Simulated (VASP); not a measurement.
# AlN (P6_3/mmc) in VASP: further runs, part 2 of 2

VASP 6.6.1. Earlier steps stand in the parts before.

### Step 3. Single point, PBEsol+D3(BJ)

This run uses another cell than the first one, of 10.94 Å³/atom, 1.023 times its volume.

The input, INCAR:

```
  PREC = Accurate
  ENCUT = 520
  EDIFF = 1E-7
  ISMEAR = 0
  SIGMA = 0.1
  LREAL = F
  LASPH = T
  NELM = 100
  ALGO = Normal
  ISIF = 2
  LWAVE = F
  LCHARG = F
  GGA = PS
  IVDW = 12
  NBANDS = 16
```

The input, KPOINTS:

```
Automatic mesh
0
Gamma
  12 12 6
```

The input, POSCAR:

```
AlN
1.0
    3.4190314869      0.0000000000      0.0000000000
   -1.7095157434      2.9609675085      0.0000000000
    0.0000000000      0.0000000000      4.3227380171
Al N
2 2
Direct
    0.3333333333      0.6666666667      0.7500000000
    0.6666666667      0.3333333333      0.2500000000
    0.3333333333      0.6666666667      0.2500000000
    0.6666666667      0.3333333333      0.7500000000
```

Potentials or basis: VASP PAW PBE potentials, release 64 (Al, N).

On the command line:

```sh
$ cat potpaw_PBE.64/Al/POTCAR potpaw_PBE.64/N/POTCAR > POTCAR
$ mpirun -np 1 vasp_std > vasp.out
```

OUTCAR:

```text
PREC = Accurate
   ENCUT = 520
   EDIFF = 1E-7
   ISMEAR = 0
   LREAL = F
   LASPH = T
   NELM = 100
   ISIF = 2
   GGA = PS
   IVDW = 12
 IVDW          = 12

 ion  position               nearest neighbor table
   1  0.333  0.667  0.750-   4 1.97   4 1.97   4 1.97   3 2.16   3 2.16   2 2.93   2 2.93   2 2.93
                             2 2.93   2 2.93   2 2.93
   2  0.667  0.333  0.250-   3 1.97   3 1.97   3 1.97   4 2.16   4 2.16   1 2.93   1 2.93   1 2.93
                             1 2.93   1 2.93   1 2.93
   3  0.333  0.667  0.250-   2 1.97   2 1.97   2 1.97   1 2.16   1 2.16
   4  0.667  0.333  0.750-   1 1.97   1 1.97   1 1.97   2 2.16   2 2.16

  LATTYP: Found a hexagonal cell.
 ALAT       =     3.4190314869
 C/A-ratio  =     1.2643165275

  Lattice vectors:

 A1 = (   3.4190314869,   0.0000000000,   0.0000000000)
 A2 = (  -1.7095157434,   2.9609675085,   0.0000000000)
 A3 = (   0.0000000000,   0.0000000000,   4.3227380171)

Analysis of symmetry for initial positions (statically):
=====================================================================
 Subroutine PRICEL returns:
 Original cell was already a primitive cell.

 Routine SETGRP: Setting up the symmetry group for a
 hexagonal supercell.

 Subroutine GETGRP returns: Found 24 space group operations
 (whereof 12 operations were pure point group operations)
 out of a pool of 24 trial point group operations.

The static configuration has the point symmetry D_3d.
 The point group associated with its full space group is D_6h.

Analysis of symmetry for dynamics (positions and initial velocities):
=====================================================================
 Subroutine PRICEL returns:
 Original cell was already a primitive cell.

 Routine SETGRP: Setting up the symmetry group for a
 hexagonal supercell.

[... 127 lines left out ...]
   IMIX   =      4    mixing-type and parameters
     AMIX     =   0.40;   BMIX     =  1.00
     AMIX_MAG =   1.60;   BMIX_MAG =  1.00
  volume/ion in A,a.u.               =      10.94        73.83
  Fermi-wavevector in a.u.,A,eV,Ry     =   1.170621  2.212153 18.644788  1.370353
  Thomas-Fermi vector in A             =   2.307077
   LORBIT       =      0    0 simple, 1 ext, 2 COOP (PROOUT), +10 PAW based schemes
   GGA     = PS    functional components
   LHFCALC =     F    Hartree Fock is set to
   AEXX    =    0.0000 exact exchange contribution
   IVDW    =    12    specifies the selected vdW correction
   LEPSILON=     F    determine dielectric tensor
   LRPA    =     F    only Hartree local field effects (RPA)
 non-spin polarized calculation
 Gauss-broadening in eV      SIGMA  =   0.10
  energy-cutoff  :      520.00
  volume of cell :       43.76
 maximum number of plane-waves:      1194
 NGX is ok and might be reduce to    28
   NGX = 13   NGY = 13   NGZ = 17

 number of electron      16.0000000 magnetization

 Free energy of the ion-electron system (eV)
  ---------------------------------------------------
  ext. energy  EPLUGINS =         0.00000000
  ---------------------------------------------------
  free energy    TOTEN  =       -30.63855803 eV

  energy without entropy =      -30.63855803  energy(sigma->0) =      -30.63855803

 E-fermi :   7.2521     XC(G=0): -10.9371

 val. band max:        6.8261478112   @ k =   0.0000   0.0000   0.0000
 cond. band min:       9.3086671222   @ k =   0.0000   0.0000   0.0000
 fundamental gap:      2.4825193110
 Fermi energy:         7.2521153884

 k-point     1 :       0.0000    0.0000    0.0000
  band No.  band energies     occupation
      1      -9.2177      2.00000
      2      -6.0008      2.00000
      3       0.4764      2.00000
      4       3.8104      2.00000
      5       3.8104      2.00000
      6       5.3824      2.00000
[... 433 lines left out ...]
      3       0.6763      2.00000
      4       2.2247      2.00000
      5       3.0117      2.00000
      6       3.0265      2.00000
[... 8 lines left out ...]
     15      17.7371      0.00000
     16      18.4316      0.00000

 [... further k-points ...]

------------------------ aborting loop because EDIFF is reached ----------------------------------------

 Edisp (eV)   -0.86314

 E8    (eV) :    -0.5321

  FORCE on cell =-STRESS in cart. coord.  units (eV):
  Direction    XX          YY          ZZ          XY          YZ          ZX
  --------------------------------------------------------------------------------------
  -------------------------------------------------------------------------------------
  Total      -6.40811    -6.40810    -5.71441    -0.00000     0.00000     0.00000
  in kB    -234.60897  -234.60888  -209.21169    -0.00000     0.00000     0.00000
  external pressure =     -226.14 kB  Pullay stress =        0.00 kB

 VOLUME and BASIS-vectors are now :
 -----------------------------------------------------------------------------
  energy-cutoff  :      520.00
  volume of cell :       43.76
      direct lattice vectors                 reciprocal lattice vectors
     3.419031487  0.000000000  0.000000000     0.292480489  0.168863724  0.000000000
    -1.709515743  2.960967509  0.000000000     0.000000000  0.337727448  0.000000000
     0.000000000  0.000000000  4.322738017     0.000000000  0.000000000  0.231334861

 POSITION                                       TOTAL-FORCE (eV/Angst)
 -----------------------------------------------------------------------------------
     -0.00000      1.97398      3.24205         0.000000      0.000000      0.000000
      1.70952      0.98699      1.08068        -0.000000      0.000000      0.000000
     -0.00000      1.97398      1.08068        -0.000000     -0.000000      0.000000
      1.70952      0.98699      3.24205        -0.000000      0.000000      0.000000
 -----------------------------------------------------------------------------------
    total drift:                               -0.000000      0.000000     -0.000000

  FREE ENERGIE OF THE ION-ELECTRON SYSTEM (eV)
  ---------------------------------------------------
  free  energy   TOTEN  =       -31.5016966618 eV

  energy  without entropy=      -31.5016966617  energy(sigma->0) =      -31.50169666
```

OSZICAR:

```text
N       E                     dE             d eps       ncg     rms          rms(c)
DAV:   1     0.395531603187E+02    0.39553E+02   -0.71307E+03  2432   0.887E+02
DAV:   2    -0.310305685224E+02   -0.70584E+02   -0.63534E+02  3600   0.180E+02
DAV:   3    -0.345271477893E+02   -0.34966E+01   -0.34832E+01  2920   0.416E+01
DAV:   4    -0.345495021665E+02   -0.22354E-01   -0.22352E-01  2976   0.375E+00
DAV:   5    -0.345498081159E+02   -0.30595E-03   -0.30595E-03  2824   0.442E-01    0.107E+01
DAV:   6    -0.307005089362E+02    0.38493E+01   -0.81728E+00  3144   0.208E+01    0.372E+00
DAV:   7    -0.306822672653E+02    0.18242E-01   -0.54999E-01  2600   0.511E+00    0.266E+00
DAV:   8    -0.306464263632E+02    0.35841E-01   -0.10665E-01  2656   0.268E+00    0.926E-01
DAV:   9    -0.306382557735E+02    0.81706E-02   -0.18063E-02  3048   0.104E+00    0.293E-01
DAV:  10    -0.306386544825E+02   -0.39871E-03   -0.22539E-03  2824   0.321E-01    0.177E-01
DAV:  11    -0.306385606556E+02    0.93827E-04   -0.12346E-04  2920   0.838E-02    0.464E-02
DAV:  12    -0.306385587217E+02    0.19340E-05   -0.63402E-06  2824   0.199E-02    0.109E-02
DAV:  13    -0.306385579673E+02    0.75438E-06   -0.32497E-06  3096   0.133E-02    0.400E-03
DAV:  14    -0.306385580284E+02   -0.61085E-07   -0.16685E-07  1808   0.375E-03
   1 F= -.31501697E+02 E0= -.31501697E+02  d E =-.860457E-12
```

stdout:

```text
POSCAR found type information on POSCAR AlN
 POSCAR found :  2 types and       4 ions
 scaLAPACK will be used
 -----------------------------------------------------------------------------
|                                                                             |
|                                                                             |
|     You enforced a specific xc type in the INCAR file but a different       |
|     I HOPE YOU KNOW WHAT YOU ARE DOING!                                     |
|                                                                             |
 -----------------------------------------------------------------------------

 LDA part: xc-table for (Slater+PW92), standard interpolation
 POSCAR, INCAR and KPOINTS ok, starting setup
 FFT: planning ... GRIDC
 FFT: planning ... GRID_SOFT
 FFT: planning ... GRID
 WAVECAR not read
 entering main loop
```

Wall time 42 s (1 thread of Intel Xeon Platinum 8375C at 2.90GHz (Ice Lake), shared host); peak memory 0.2 GiB.

Results:

* Free energy: -31.5017 eV
* Pressure: -22.6 GPa
* Band gap on the k mesh: 2.48 eV, direct
* Dispersion energy per atom: -0.216 eV

Levels at points of the mesh, in eV from the valence-band top:
| k point | band 4 | band 5 | band 6 | band 7 | band 8 | band 9 | band 10 | band 11 | band 12 | band 13 |
| --- | --- | --- | --- | --- | --- | --- | --- | --- | --- | --- |
| (0.00, 0.00, 0.00) | -3.02 | -3.02 | -1.44 | -1.44 | 0.00 | 2.48 | 3.59 | 7.64 | 7.64 | 10.39 |
| (0.50, 0.00, 0.00) | -4.35 | -4.16 | -4.15 | -2.63 | -1.37 | 3.49 | 6.17 | 6.91 | 8.38 | 8.93 |
| (0.00, 0.00, 0.50) | -3.59 | -2.26 | -2.26 | -2.26 | -2.26 | 4.98 | 4.98 | 7.88 | 7.88 | 7.88 |
| (0.50, 0.00, 0.50) | -6.81 | -3.01 | -3.01 | -1.57 | -1.57 | 4.64 | 4.64 | 8.44 | 8.44 | 10.20 |

Caveat: the PAW data sets were made with another functional, which shifts forces and pressure a little. A k mesh can miss the band edges.
